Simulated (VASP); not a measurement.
# C in VASP: single point with PBE+D3(BJ)

Aim: the single point of C with PBE+D3(BJ).

All numbers are computed with VASP 6.6.1; they aren't measurements. Logs are shortened: lines on timing, memory, paths and dates and some standing lists are left out, and cuts for length are marked.

## (1) The cell of the first run

The cell holds a slab with vacuum, 4 atoms: a = 2.369 Å, b = 2.529 Å, c = 24.903 Å, α = 90.12°, β = 88.88°, γ = 117.79°.

## (2) Single point, PBE+D3(BJ) (atoms moved at random and the cell strained at random)

Input file INCAR:

```
SYSTEM = C
ALGO = Normal
EDIFF = 1E-6
ENCUT = 600
GGA = PE
GGA_COMPAT = .False.
ISIF = 2
ISMEAR = 0
IVDW = 12
LASPH = .True.
LCHARG = .True.
LELF = .True.
LREAL = .False.
LVHAR = .True.
LWAVE = .False.
NBANDS = 16
NELM = 120
PREC = Accurate
SIGMA = 0.15
```

Input file KPOINTS:

```
k-points
0
Gamma
  24 24 2
  0 0 0
```

Input file POSCAR:

```
C
1.0
    2.3693441324      0.0030373384      0.0241322977
   -1.1820416539      2.2359169708     -0.0032135326
    0.2341733036      0.0991927007     24.9019243357
C
4
Direct
   -0.0350906077     -0.1257286033      0.5642602473
    0.0497374810      0.0419779706      0.4309175432
    0.3703976980      0.7859077377      0.4285392264
    0.6149554286      0.2978428950      0.5762829832
```

Potentials or basis: VASP PAW PBE potentials, release 64 (C).

The run is started by

```
$ cat potpaw_PBE.64/C/POTCAR > POTCAR
$ mpirun -np 1 vasp_std > vasp.out
```

OUTCAR:

```text
SYSTEM = C
   EDIFF = 1E-6
   ENCUT = 600
   GGA = PE
   ISIF = 2
   ISMEAR = 0
   IVDW = 12
   LASPH = .True.
   LREAL = .False.
   NELM = 120
   PREC = Accurate
 IVDW          = 12

 ion  position               nearest neighbor table
   1  0.965  0.874  0.564-   4 1.33   4 1.44   4 1.66
   2  0.050  0.042  0.431-   3 1.21   3 1.43   3 1.67
   3  0.370  0.786  0.429-   2 1.21   2 1.43   2 1.67
   4  0.615  0.298  0.576-   1 1.33   1 1.44   1 1.66

  LATTYP: Found a triclinic cell.
 ALAT       =     2.3694689724
 B/A-ratio  =     1.0673875379
 C/A-ratio  =    10.5100439016
 COS(alpha) =     0.0021440299
 COS(beta)  =     0.0195920986
 COS(gamma) =     0.4662237722

  Lattice vectors:

 A1 = (  -2.3693441324,  -0.0030373384,  -0.0241322977)
 A2 = (  -1.1820416539,   2.2359169708,  -0.0032135326)
 A3 = (  -0.2341733036,  -0.0991927007, -24.9019243357)

Analysis of symmetry for initial positions (statically):
=====================================================================
 Subroutine PRICEL returns:
 Original cell was already a primitive cell.

 Routine SETGRP: Setting up the symmetry group for a
 triclinic supercell.

 Subroutine GETGRP returns: Found  1 space group operations
 (whereof  1 operations were pure point group operations)
 out of a pool of  2 trial point group operations.

The static configuration has the point symmetry C_1 .

Analysis of symmetry for dynamics (positions and initial velocities):
=====================================================================
 Subroutine PRICEL returns:
 Original cell was already a primitive cell.

 Routine SETGRP: Setting up the symmetry group for a
 triclinic supercell.

 Subroutine GETGRP returns: Found  1 space group operations
 (whereof  1 operations were pure point group operations)
 out of a pool of  2 trial point group operations.

The dynamic configuration has the point symmetry C_1 .

 Subroutine INISYM returns: Found  1 space group operations
 (whereof  1 operations are pure point group operations),
 and found     1 'primitive' translations

----------------------------------------------------------------------------------------

                                     Primitive cell

  volume of cell :     131.9965

  direct lattice vectors                    reciprocal lattice vectors
     2.369344132  0.003037338  0.024132298     0.421821314  0.222993416 -0.004854991
    -1.182041654  2.235916971 -0.003213533    -0.000554877  0.446947906 -0.001775125
     0.234173304  0.099192701 24.901924336    -0.000408856 -0.000158424  0.040162015

  length of vectors
     2.369468972  2.529141653 24.903222923     0.477161247  0.446951775  0.040164408

  position of ions in fractional coordinates (direct lattice)
     0.964909392  0.874271397  0.564260247
     0.049737481  0.041977971  0.430917543
     0.370397698  0.785907738  0.428539226
     0.614955429  0.297842895  0.576282983

  ion indices of the primitive-cell ions
   primitive index   ion index
                 1           1
                 2           2
                 3           3
                 4           4

----------------------------------------------------------------------------------------

 KPOINTS: k-points

Automatic generation of k-mesh.
 Grid dimensions read from file:
 generate k-points for:   24   24    2

 Generating k-lattice:

  Cartesian coordinates                     Fractional coordinates (reciprocal lattice)
     0.017575888  0.009291392 -0.000202291     0.041666667  0.000000000  0.000000000
    -0.000023120  0.018622829 -0.000073964    -0.000000000  0.041666667  0.000000000
    -0.000204428 -0.000079212  0.020081007     0.000000000  0.000000000  0.500000000

  Length of vectors
     0.019881719  0.018622991  0.020082204

  Shift w.r.t. Gamma in fractional coordinates (k-lattice)
     0.000000000  0.000000000  0.000000000

 Subroutine IBZKPT returns following result:
 ===========================================

 Found    580 irreducible k-points:

 Following reciprocal coordinates:
            Coordinates               Weight
  0.000000  0.000000  0.000000      1.000000
  0.041667  0.000000  0.000000      2.000000
  0.083333  0.000000  0.000000      2.000000
  0.125000  0.000000 -0.000000      2.000000
  0.166667  0.000000 -0.000000      2.000000
  0.208333  0.000000  0.000000      2.000000
[... 16 lines left out ...]
  0.375000  0.041667 -0.000000      2.000000
  0.416667  0.041667  0.000000      2.000000
 [... further k-points ...]
   k-points           NKPTS =    580   k-points in BZ     NKDIM =    580   number of bands    NBANDS=     16
   number of dos      NEDOS =    301   number of ions     NIONS =      4
   total plane-waves  NPLWV =  80000
   dimension x,y,z NGX =    20 NGY =   20 NGZ =  200
   dimension x,y,z NGXF=    40 NGYF=   40 NGZF=  400
   ions per type =               4
   NGX,Y,Z   is equivalent  to a cutoff of  14.03, 13.15, 13.35 a.u.
   NGXF,Y,Z  is equivalent  to a cutoff of  28.06, 26.29, 26.70 a.u.
 SYSTEM =  C
   PREC   = accura    normal or accurate (medium, high low for compatibility)
   ISTART =      0    job   : 0-new  1-cont  2-samecut
   ICHARG =      2    charge: 1-file 2-atom 10-const
   ISPIN  =      1    spin polarized calculation?
   LNONCOLLINEAR =      F non collinear calculations
   LSORBIT =      F    spin-orbit coupling
   LASPH  =      T    aspherical Exc in radial PAW
   ENCUT  =  600.0 eV  44.10 Ry    6.64 a.u.   4.73  5.05 49.74*2*pi/ulx,y,z
   NELM   =    120;   NELMIN=  2; NELMDL= -5     # of ELM steps
   EDIFF  = 0.1E-05   stopping-criterion for ELM
   LREAL  =      F    real-space projection
   EDIFFG = 0.1E-04   stopping-criterion for IOM
   NSW    =      0    number of steps for IOM
   IBRION =     -1    ionic relax: 0-MD 1-quasi-New 2-CG
   NFREE  =      0    steps in history (QN), initial steepest desc. (CG)
   ISIF   =      2    stress and relaxation
   ISYM   =      2    0-nonsym 1-usesym 2-fastsym
   POTIM  = 0.5000    time-step for ionic-motion
   TEBEG  =    0.0;   TEEND  =   0.0 temperature during run
   PSTRESS=    0.0 pullay stress
   NELECT =      16.0000    total number of electrons
   NUPDOWN=      -1.0000    fix difference up-down
   EMIN   =  10.00;   EMAX   =-10.00  energy-range for DOS
   EFERMI =   0.00;   METHOD = LEGACY
   ISMEAR =     0;   SIGMA  =   0.15  broadening in eV -4-tet -1-fermi 0-gaus
   EFERMI_NEDOS =   21; number of points for ismear=-14 and -15
   IALGO  =     38    algorithm
   IMIX   =      4    mixing-type and parameters
     AMIX     =   0.40;   BMIX     =  1.00
     AMIX_MAG =   1.60;   BMIX_MAG =  1.00
  volume/ion in A,a.u.               =      33.00       222.69
  Fermi-wavevector in a.u.,A,eV,Ry     =   0.810203  1.531062  8.931263  0.656429
  Thomas-Fermi vector in A             =   1.919335
   LORBIT       =      0    0 simple, 1 ext, 2 COOP (PROOUT), +10 PAW based schemes
   GGA     = PE    functional components
   LHFCALC =     F    Hartree Fock is set to
   AEXX    =    0.0000 exact exchange contribution
   IVDW    =    12    specifies the selected vdW correction
   LEPSILON=     F    determine dielectric tensor
   LRPA    =     F    only Hartree local field effects (RPA)
 non-spin polarized calculation
 Gauss-broadening in eV      SIGMA  =   0.15
  energy-cutoff  :      600.00
  volume of cell :      132.00
 maximum number of plane-waves:      4447
   NGX =  9   NGY = 11   NGZ = 99

 number of electron      15.9999999 magnetization

 Free energy of the ion-electron system (eV)
  ---------------------------------------------------
  ext. energy  EPLUGINS =         0.00000000
  ---------------------------------------------------
  free energy    TOTEN  =       -33.38400848 eV

  energy without entropy =      -33.38047653  energy(sigma->0) =      -33.38224250

 E-fermi :  -2.0232     XC(G=0):  -3.1710

 val. band max:       -2.0451489340   @ k =   0.4583   0.4583   0.5000
 cond. band min:      -2.0062640796   @ k =   0.4583   0.4167   0.0000
 fundamental gap:      0.0388848544
 Fermi energy:        -2.0231992514

 k-point     1 :       0.0000    0.0000    0.0000
  band No.  band energies     occupation
      1     -21.4201      2.00000
      2     -21.2760      2.00000
      3      -9.9124      2.00000
      4      -9.0751      2.00000
      5      -7.5490      2.00000
      6      -7.4559      2.00000
[... 8 lines left out ...]
     15       3.2795      0.00000
     16       4.4018      0.00000

 k-point     2 :       0.0417    0.0000    0.0000
  band No.  band energies     occupation
      1     -21.3789      2.00000
      2     -21.2338      2.00000
      3      -9.8628      2.00000
      4      -9.0287      2.00000
      5      -7.6184      2.00000
      6      -7.5625      2.00000
[... 8 lines left out ...]
     15       3.3372      0.00000
     16       4.4529      0.00000

 k-point     3 :       0.0833    0.0000    0.0000
  band No.  band energies     occupation
      1     -21.2555      2.00000
      2     -21.1071      2.00000
      3      -9.7148      2.00000
      4      -8.8926      2.00000
      5      -7.8672      2.00000
      6      -7.8185      2.00000
[... 8 lines left out ...]
     15       3.5085      0.00000
     16       4.6044      0.00000

 k-point     4 :       0.1250    0.0000   -0.0000
  band No.  band energies     occupation
      1     -21.0507      2.00000
      2     -20.8964      2.00000
      3      -9.4729      2.00000
      4      -8.6933      2.00000
      5      -8.3297      2.00000
      6      -8.1149      2.00000
[... 8 lines left out ...]
     15       3.7906      0.00000
     16       4.8504      0.00000
[... 324 lines left out ...]
 k-point    22 :       0.3333    0.0417    0.0000
  band No.  band energies     occupation
      1     -18.5780      2.00000
      2     -18.3143      2.00000
      3     -12.3517      2.00000
      4     -12.0371      2.00000
      5      -7.1646      2.00000
      6      -6.6004      2.00000
[... 8 lines left out ...]
     15       6.7323      0.00000
     16       7.3834      0.00000

 k-point    23 :       0.3750    0.0417   -0.0000
  band No.  band energies     occupation
      1     -17.9296      2.00000
      2     -17.6076      2.00000
      3     -13.2325      2.00000
      4     -12.9260      2.00000
      5      -7.5082      2.00000
      6      -7.0024      2.00000
[... 8 lines left out ...]
     15       7.7784      0.00000
     16       8.4149      0.00000

 k-point    24 :       0.4167    0.0417    0.0000
  band No.  band energies     occupation
      1     -17.2667      2.00000
      2     -16.8552      2.00000
      3     -14.0677      2.00000
      4     -13.8163      2.00000
      5      -7.7235      2.00000
      6      -7.2608      2.00000
[... 8 lines left out ...]
     15       8.9382      0.00000
     16       9.4970      0.00000

 [... further k-points ...]

------------------------ aborting loop because EDIFF is reached ----------------------------------------

 Edisp (eV)   -0.46590

 E8    (eV) :    -0.1390

  FORCE on cell =-STRESS in cart. coord.  units (eV):
  Direction    XX          YY          ZZ          XY          YZ          ZX
  --------------------------------------------------------------------------------------
  -------------------------------------------------------------------------------------
  Total      14.46341    -2.32386    -1.24966    -3.42940    -1.45081     0.34275
  in kB     175.55727   -28.20706   -15.16844   -41.62620   -17.61002     4.16028
  external pressure =       44.06 kB  Pullay stress =        0.00 kB

 VOLUME and BASIS-vectors are now :
 -----------------------------------------------------------------------------
  energy-cutoff  :      600.00
  volume of cell :      132.00
      direct lattice vectors                 reciprocal lattice vectors
     2.369344132  0.003037338  0.024132298     0.421821314  0.222993416 -0.004854991
    -1.182041654  2.235916971 -0.003213533    -0.000554877  0.446947906 -0.001775125
     0.234173304  0.099192701 24.901924336    -0.000408856 -0.000158424  0.040162015

 POSITION                                       TOTAL-FORCE (eV/Angst)
 -----------------------------------------------------------------------------------
      1.38491      2.01370     14.07164        -2.883288      6.361898      3.629347
      0.16913      0.13675     10.73174       -10.641940      8.472736     -0.608099
      0.04898      1.80086     10.67786        10.647977     -8.471296      0.621125
      1.23993      0.72498     14.36444         2.877252     -6.363337     -3.642374
 -----------------------------------------------------------------------------------
    total drift:                               -0.000012      0.000126     -0.000079

  FREE ENERGIE OF THE ION-ELECTRON SYSTEM (eV)
  ---------------------------------------------------
  free  energy   TOTEN  =       -33.8499134048 eV

  energy  without entropy=      -33.8463814491  energy(sigma->0) =      -33.84814743
```

Wall time 14 min (1 thread of Intel Xeon 6975P-C (Granite Rapids), shared host); peak memory 1.1 GiB.

Results:

* Free energy: -33.8499 eV
* Largest force: 13.621 eV/Å
* Band gap on the k mesh: zero (bands 8 and 9 overlap by 2.21 eV)
* Dispersion energy per atom: -0.116 eV

Forces on the atoms (eV/Å):
```
C    -2.883   6.362   3.629
C   -10.642   8.473  -0.608
C    10.648  -8.471   0.621
C     2.877  -6.363  -3.642
```

Levels at points of the mesh, in eV from the Fermi level:
| k point | band 4 | band 5 | band 6 | band 7 | band 8 | band 9 | band 10 | band 11 | band 12 | band 13 |
| --- | --- | --- | --- | --- | --- | --- | --- | --- | --- | --- |
| (0.00, 0.00, 0.00) | -7.05 | -5.53 | -5.43 | 0.28 | 1.55 | 3.15 | 3.21 | 3.87 | 4.46 | 4.89 |
| (0.50, 0.00, 0.00) | -12.80 | -5.65 | -5.21 | -2.44 | -1.96 | 1.12 | 2.37 | 4.20 | 4.67 | 11.28 |
| (0.00, 0.50, 0.00) | -11.61 | -6.50 | -4.09 | -3.33 | -1.78 | -0.67 | 3.78 | 8.33 | 8.47 | 10.46 |
| (0.50, 0.50, 0.00) | -11.34 | -7.40 | -5.52 | -3.04 | -0.34 | -0.32 | 3.23 | 5.35 | 6.72 | 10.42 |
| (0.00, 0.00, 0.50) | -7.05 | -5.53 | -5.43 | 0.28 | 1.55 | 3.15 | 3.21 | 3.86 | 4.53 | 4.83 |
| (0.50, 0.00, 0.50) | -12.80 | -5.65 | -5.21 | -2.44 | -1.96 | 1.12 | 2.37 | 4.20 | 4.67 | 11.28 |
| (0.00, 0.50, 0.50) | -11.61 | -6.50 | -4.09 | -3.33 | -1.78 | -0.67 | 3.78 | 8.33 | 8.47 | 10.46 |
| (0.50, 0.50, 0.50) | -11.34 | -7.40 | -5.52 | -3.04 | -0.34 | -0.32 | 3.23 | 5.35 | 6.72 | 10.42 |

Caveat: the cell differs from its parent crystal (atoms moved at random and the cell strained at random).
